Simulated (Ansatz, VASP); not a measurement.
**One calculation of SnO2, two programs**

File INCAR:

```
SYSTEM = SnO2
PREC     = Accurate       ! precision mode
ENCUT    = 520            ! plane-wave cutoff, eV
EDIFF    = 1E-7           ! SCF threshold, eV
ISMEAR   = 0              ! smearing method
SIGMA    = 0.02           ! smearing width, eV
LREAL    = .FALSE.        ! projectors in reciprocal space
LASPH    = .TRUE.         ! aspherical terms in the spheres
NELM     = 80             ! most SCF steps
ALGO     = Normal         ! electronic algorithm
ISIF     = 2              ! what is computed and relaxed
LWAVE    = .FALSE.        ! write WAVECAR
LCHARG   = .TRUE.         ! write CHGCAR
GGA      = PS             ! functional
LELF     = .TRUE.         ! ELF
LVHAR    = .TRUE.       
NBANDS   = 35             ! bands
```

Contents of KPOINTS:

```
Automatic mesh
0
G
  6 6 8
  0 0 0
```

POSCAR

```
SnO2
1.0
    4.6928147350      0.0000000000      0.0000000000
    0.0000000000      4.6928147350      0.0000000000
    0.0000000000      0.0000000000      3.3569536550
Sn O
2 4
Direct
    0.5000000000      0.5000000000      0.5000000000
    0.0000000000      0.0000000000      0.0000000000
    0.1923858186      0.8076141814      0.5000000000
    0.8076141814      0.1923858186      0.5000000000
    0.3076141814      0.3076141814      0.0000000000
    0.6923858186      0.6923858186      0.0000000000
```

Input for Ansatz:

```yaml
crystal:
  lattice:
    - [4.692814735, 0.0, 0.0]
    - [0.0, 4.692814735, 0.0]
    - [0.0, 0.0, 3.356953655]
  atoms:
    - { symbol: Sn, position: [0.5, 0.5, 0.5] }
    - { symbol: Sn, position: [0.0, 0.0, 0.0] }
    - { symbol: O, position: [0.1923858186, 0.8076141814, 0.5] }
    - { symbol: O, position: [0.8076141814, 0.1923858186, 0.5] }
    - { symbol: O, position: [0.3076141814, 0.3076141814, 0.0] }
    - { symbol: O, position: [0.6923858186, 0.6923858186, 0.0] }
basis:
  ecutwfc: 420
kpoints:
  mp_grid: { grid: [6, 6, 8] }
  band_path: { path: [VBM, CBM], npoints: 2 }
hamiltonian:
  xc: pbesol
scf:
  occupations: { method: gaussian, width: 0.02 }
output:
  forces: true
  stress: true
  eigenvalues: true
checkpoint:
  read: start.run
  write: ck
  compress: false
  write_wavefunctions: false
  write_every: 100000
```

Alike in both runs: task single point; functional PBEsol; k mesh 6 × 6 × 8; occupations gaussian, width 0.02 eV; no spin polarisation.

```csv
,VASP,Ansatz
version,VASP 6.6.1,Ansatz 0.2.0
potentials or method,"VASP PAW PBE potentials, release 64 (Sn_d, O), cutoff 520 eV","scalar-relativistic, plane waves, PAW"
valence electrons in the cell,52,52
```

```csv
,VASP,Ansatz,Ansatz less VASP
gap on the k mesh at the Fermi level (eV),0.62,0.62,+0.005
least direct gap on the mesh (eV),0.62,0.62,+0.005
pressure (GPa),-3.3,-3.9,-0.60
"traceless stress, the component that is largest in VASP (GPa)",-7.73,-7.86,-0.135
```

VASP's potentials were made for PBE, not for PBEsol.
